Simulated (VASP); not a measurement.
# MgO (e600) (Fm-3m) in VASP: single point with PBEsol

Aim: the single point of MgO (e600) with PBEsol.

All numbers are computed with VASP 6.6.1; they aren't measurements. Logs are shortened: lines on timing, memory, paths and dates and some standing lists are left out, and cuts for length are marked.

**Experimental background.**

From “Electronic structure of alkaline earth and post-transition metal oxides”, 2009, arxiv:0908.1581, for a bulk crystal of MgO: band gap 7.83 eV.

The runs below are set against these values where they give the same quantity.

### 1 The cell of the first run

Symmetry: Fm-3m, No. 225, cubic system. Conventional cell: a = 4.215 Å, b = 4.215 Å, c = 4.215 Å, α = 90.00°, β = 90.00°, γ = 90.00°. Mg (site symmetry m-3m) has 6 O at 2.11 Å within 2.8 Å. Within 2.8 Å of O (site symmetry m-3m) lie 6 Mg at 2.11 Å.

### 2 Single point, PBEsol

Contents of INCAR:

```
PREC = Accurate
ENCUT = 520
EDIFF = 1E-6
ISMEAR = 0
SIGMA = 0.02
LREAL = False
LASPH = True
NELM = 80
ALGO = Normal
ISIF = 2
LWAVE = False
LCHARG = False
GGA = PS
NBANDS = 11
```

Contents of KPOINTS:

```
regular mesh
0
Gamma
  10 10 10
```

Contents of POSCAR:

```
MgO
1.0
    0.0000000000      2.1074622177      2.1074622177
    2.1074622177      0.0000000000      2.1074622177
    2.1074622177      2.1074622177      0.0000000000
Mg O
1 1
Direct
    0.0000000000      0.0000000000      0.0000000000
    0.5000000000      0.5000000000      0.5000000000
```

Potentials or basis: VASP PAW PBE potentials, release 64 (Mg, O).

Command:

```
cat potpaw_PBE.64/Mg/POTCAR potpaw_PBE.64/O/POTCAR > POTCAR
mpirun -np 1 vasp_std > vasp.out
```

OUTCAR:

```text
PREC = Accurate
   ENCUT = 520
   EDIFF = 1E-6
   ISMEAR = 0
   LREAL = False
   LASPH = True
   NELM = 80
   ISIF = 2
   GGA = PS

 ion  position               nearest neighbor table
   1  0.000  0.000  0.000-   2 2.11   2 2.11   2 2.11   2 2.11   2 2.11   2 2.11
   2  0.500  0.500  0.500-   1 2.11   1 2.11   1 2.11   1 2.11   1 2.11   1 2.11

  LATTYP: Found a face centered cubic cell.
 ALAT       =     4.2149244354

  Lattice vectors:

 A1 = (   0.0000000000,   2.1074622177,   2.1074622177)
 A2 = (   2.1074622177,   0.0000000000,   2.1074622177)
 A3 = (   2.1074622177,   2.1074622177,   0.0000000000)

Analysis of symmetry for initial positions (statically):
=====================================================================
 Subroutine PRICEL returns:
 Original cell was already a primitive cell.

 Routine SETGRP: Setting up the symmetry group for a
 face centered cubic supercell.

 Subroutine GETGRP returns: Found 48 space group operations
 (whereof 48 operations were pure point group operations)
 out of a pool of 48 trial point group operations.

The static configuration has the point symmetry O_h .

Analysis of symmetry for dynamics (positions and initial velocities):
=====================================================================
 Subroutine PRICEL returns:
 Original cell was already a primitive cell.

 Routine SETGRP: Setting up the symmetry group for a
 face centered cubic supercell.

 Subroutine GETGRP returns: Found 48 space group operations
 (whereof 48 operations were pure point group operations)
 out of a pool of 48 trial point group operations.

The dynamic configuration has the point symmetry O_h .

 Subroutine INISYM returns: Found 48 space group operations
 (whereof 48 operations are pure point group operations),
 and found     1 'primitive' translations

----------------------------------------------------------------------------------------

                                     Primitive cell

  volume of cell :      18.7202

  direct lattice vectors                    reciprocal lattice vectors
     0.000000000  2.107462218  2.107462218    -0.237252177  0.237252177  0.237252177
     2.107462218  0.000000000  2.107462218     0.237252177 -0.237252177  0.237252177
     2.107462218  2.107462218  0.000000000     0.237252177  0.237252177 -0.237252177

  length of vectors
     2.980401650  2.980401650  2.980401650     0.410932826  0.410932826  0.410932826

  position of ions in fractional coordinates (direct lattice)
     0.000000000  0.000000000  0.000000000
     0.500000000  0.500000000  0.500000000

  ion indices of the primitive-cell ions
   primitive index   ion index
                 1           1
[... 85 lines left out ...]
   NUPDOWN=      -1.0000    fix difference up-down
   EMIN   =  10.00;   EMAX   =-10.00  energy-range for DOS
   EFERMI =   0.00;   METHOD = LEGACY
   ISMEAR =     0;   SIGMA  =   0.02  broadening in eV -4-tet -1-fermi 0-gaus
   EFERMI_NEDOS =   21; number of points for ismear=-14 and -15
   IALGO  =     38    algorithm
   IMIX   =      4    mixing-type and parameters
     AMIX     =   0.40;   BMIX     =  1.00
     AMIX_MAG =   1.60;   BMIX_MAG =  1.00
  volume/ion in A,a.u.               =       9.36        63.16
  Fermi-wavevector in a.u.,A,eV,Ry     =   1.233110  2.330239 20.688467  1.520559
  Thomas-Fermi vector in A             =   2.367853
   LORBIT       =      0    0 simple, 1 ext, 2 COOP (PROOUT), +10 PAW based schemes
   GGA     = PS    functional components
   LHFCALC =     F    Hartree Fock is set to
   AEXX    =    0.0000 exact exchange contribution
   IVDW    =     0    specifies the selected vdW correction
   LEPSILON=     F    determine dielectric tensor
   LRPA    =     F    only Hartree local field effects (RPA)
 non-spin polarized calculation
 Gauss-broadening in eV      SIGMA  =   0.02
  energy-cutoff  :      520.00
  volume of cell :       18.72
 maximum number of plane-waves:       531
 NGX is ok and might be reduce to    24
   NGX = 11   NGY = 11   NGZ = 11

 number of electron       8.0000005 magnetization

 Free energy of the ion-electron system (eV)
  ---------------------------------------------------
  ext. energy  EPLUGINS =         0.00000000
  ---------------------------------------------------
  free energy    TOTEN  =       -12.51243624 eV

  energy without entropy =      -12.51243624  energy(sigma->0) =      -12.51243624

 E-fermi :   3.1423     XC(G=0): -11.3005

 val. band max:        3.0520523887   @ k =   0.0000   0.0000   0.0000
 cond. band min:       7.6666534369   @ k =   0.0000   0.0000   0.0000
 fundamental gap:      4.6146010482
 Fermi energy:         3.1422988562

 k-point     1 :       0.0000    0.0000    0.0000
  band No.  band energies     occupation
      1     -14.1433      2.00000
      2       3.0521      2.00000
      3       3.0521      2.00000
      4       3.0521      2.00000
      5       7.6667      0.00000
      6      18.6726      0.00000
      7      18.6726      0.00000
      8      18.6726      0.00000
      9      22.5098      0.00000
     10      24.3910      0.00000
     11      24.3910      0.00000
[... 309 lines left out ...]
 k-point    24 :       0.4000    0.3000    0.0000
  band No.  band energies     occupation
      1     -12.8816      2.00000
      2      -0.5685      2.00000
      3       1.7319      2.00000
      4       1.9550      2.00000
      5      12.4995      0.00000
      6      13.0501      0.00000
      7      16.5100      0.00000
      8      21.0704      0.00000
      9      21.2745      0.00000
     10      27.7897      0.00000
     11      29.9042      0.00000

 [... further k-points ...]

------------------------ aborting loop because EDIFF is reached ----------------------------------------

  FORCE on cell =-STRESS in cart. coord.  units (eV):
  Direction    XX          YY          ZZ          XY          YZ          ZX
  --------------------------------------------------------------------------------------
  -------------------------------------------------------------------------------------
  Total       -0.0706147     -0.0706147     -0.0706147     -0.0000000      0.0000000     -0.0000000
  in kB       -6.0436123     -6.0436123     -6.0436123     -0.0000000      0.0000000     -0.0000000
  external PRESSURE =      -6.0436123 kB  Pullay stress =       0.0000000 kB

 VOLUME and BASIS-vectors are now :
 -----------------------------------------------------------------------------
  energy-cutoff  :      520.00
  volume of cell :       18.72
      direct lattice vectors                 reciprocal lattice vectors
     0.000000000  2.107462218  2.107462218    -0.237252177  0.237252177  0.237252177
     2.107462218  0.000000000  2.107462218     0.237252177 -0.237252177  0.237252177
     2.107462218  2.107462218  0.000000000     0.237252177  0.237252177 -0.237252177

 POSITION                                       TOTAL-FORCE (eV/Angst)
 -----------------------------------------------------------------------------------
      0.00000      0.00000      0.00000        -0.000000     -0.000000     -0.000000
      2.10746      2.10746      2.10746         0.000000      0.000000      0.000000
 -----------------------------------------------------------------------------------
    total drift:                               -0.000000     -0.000000      0.000000

  FREE ENERGIE OF THE ION-ELECTRON SYSTEM (eV)
  ---------------------------------------------------
  free  energy   TOTEN  =       -12.5124362436 eV

  energy  without entropy=      -12.5124362436  energy(sigma->0) =      -12.51243624
```

OSZICAR:

```text
N       E                     dE             d eps       ncg     rms          rms(c)
DAV:   1     0.155340229270E+02    0.15534E+02   -0.45947E+03  1146   0.645E+02
DAV:   2    -0.131995718021E+02   -0.28734E+02   -0.27896E+02  1174   0.137E+02
DAV:   3    -0.138960881202E+02   -0.69652E+00   -0.69605E+00  1273   0.188E+01
DAV:   4    -0.138976555437E+02   -0.15674E-02   -0.15674E-02  1112   0.104E+00
DAV:   5    -0.138976605401E+02   -0.49964E-05   -0.49964E-05  1202   0.571E-02    0.666E+00
DAV:   6    -0.125490218726E+02    0.13486E+01   -0.76384E+00  1076   0.150E+01    0.219E+00
DAV:   7    -0.125261158449E+02    0.22906E-01   -0.48964E-02  1130   0.204E+00    0.130E+00
DAV:   8    -0.125128137930E+02    0.13302E-01   -0.23737E-02  1082   0.175E+00    0.223E-01
DAV:   9    -0.125125198203E+02    0.29397E-03   -0.36733E-04  1172   0.135E-01    0.139E-01
DAV:  10    -0.125124342759E+02    0.85544E-04   -0.44901E-04  1148   0.157E-01    0.455E-03
DAV:  11    -0.125124358687E+02   -0.15929E-05   -0.41710E-06  1130   0.145E-02    0.346E-03
DAV:  12    -0.125124362436E+02   -0.37485E-06   -0.11004E-07   598   0.317E-03
   1 F= -.12512436E+02 E0= -.12512436E+02  d E =-.486232E-13
```

stdout:

```text
POSCAR found type information on POSCAR MgO
 POSCAR found :  2 types and       2 ions
 scaLAPACK will be used
 -----------------------------------------------------------------------------
|                                                                             |
|                                                                             |
|     You enforced a specific xc type in the INCAR file but a different       |
|     I HOPE YOU KNOW WHAT YOU ARE DOING!                                     |
|                                                                             |
 -----------------------------------------------------------------------------

 LDA part: xc-table for (Slater+PW92), standard interpolation
 POSCAR, INCAR and KPOINTS ok, starting setup
 FFT: planning ... GRIDC
 FFT: planning ... GRID_SOFT
 FFT: planning ... GRID
 WAVECAR not read
 entering main loop
```

Wall time 8.2 s (1 thread of Intel Xeon 6975P-C, shared host); peak memory 0.14 GiB.

What came out:

| Item | Value |
| --- | --- |
| Free energy | -12.5124 eV |
| Pressure | -0.6 GPa |
| Band gap on the k mesh | 4.61 eV, direct |

Levels at points of the mesh, in eV from the valence-band top:
```
           k point  band 1  band 2  band 3  band 4  band 5  band 6  band 7  band 8  band 9
(0.00, 0.00, 0.00)  -17.20    0.00    0.00    0.00    4.61   15.62   15.62   15.62   19.46
(0.50, 0.00, 0.00)  -15.89   -4.67   -0.66   -0.66    7.73   12.48   16.16   16.16   20.73
(0.50, 0.50, 0.00)  -15.62   -4.14   -1.36   -1.36    8.92    9.85   12.95   18.81   18.81
```

Caveat: the PAW data sets were made with another functional, which shifts forces and pressure a little.

### 3 Comparison with measurements

Step 2. Against the measured gap of MgO, 7.83 eV (quoted in “Electronic structure of alkaline earth and post-transition metal oxides”, 2009, arxiv:0908.1581), the calculated 4.61 eV is off by -3.22 eV. The value is that of PBEsol, without temperature or zero-point motion. Semilocal functionals fall short of measured gaps as a rule.
